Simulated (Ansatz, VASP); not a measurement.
## Cs: VASP beside Ansatz

The input INCAR:

```
SYSTEM = Cs
  PREC = Accurate
  ENCUT = 520
  EDIFF = 1E-6
  ISMEAR = -1
  SIGMA = 0.08
  LREAL = .FALSE.
  LASPH = .TRUE.
  NELM = 80
  ALGO = Normal
  ISIF = 2
  LWAVE = .FALSE.
  LCHARG = .FALSE.
  GGA = PE
  NBANDS = 10
```

Contents of KPOINTS:

```
regular mesh
0
G
  8 8 8
  0 0 0
```

The input POSCAR:

```
Cs
1.0
    4.7473408126      0.0000000000      0.0000000000
    0.0000000000      4.7473408126      0.0000000000
    0.0000000000      0.0000000000      4.7473408126
Cs
1
Direct
    0.0000000000      0.0000000000      0.0000000000
```

Input for Ansatz:

```yaml
crystal:
  lattice:
    - [4.7473408126, 0.0, 0.0]
    - [0.0, 4.7473408126, 0.0]
    - [0.0, 0.0, 4.7473408126]
  atoms:
    - { symbol: Cs, position: [0.0, 0.0, 0.0] }
kpoints:
  mp_grid: { grid: [8, 8, 8] }
  band_path:
    path:
      - [0.0, 0.0, 0.0]
      - [0.0, 0.5, 0.0]
      - [0.5, 0.5, 0.0]
      - [0.0, 0.0, 0.0]
      - [0.5, 0.5, 0.5]
      - [0.0, 0.5, 0.0]
      - [0.5, 0.5, 0.5]
      - [0.5, 0.5, 0.0]
    npoints: 8
scf:
  occupations: { method: fermi_dirac, width: 0.08 }
hamiltonian:
  xc: pbe
  pseudopotentials: { kind: all_electron, lapw: { basis_error: 0.001 } }
output:
  forces: true
  stress: true
  eigenvalues: true
  populations: true
  dos: { projected: true, de: 0.2, e_range: [-14, 8] }
```

Change from the starting cell: volume scaled by 0.85, LAPW.

Alike in both runs: task single point; functional PBE; k mesh 8 × 8 × 8; occupations fermi-dirac, width 0.08 eV; no spin polarisation.

|  | VASP | Ansatz |
| --- | --- | --- |
| version | VASP 6.6.1 | Ansatz 0.2.0 |
| potentials or method | VASP PAW PBE potentials, release 64 (Cs_sv), cutoff 520 eV | all-electron LAPW, scalar-relativistic |

```csv
,VASP,Ansatz,Ansatz less VASP
pressure (GPa),0.4,0.4,+0.01
```

Ansatz ran all-electron here, and VASP with PAW potentials.

Neither program's run includes spin-orbit coupling.
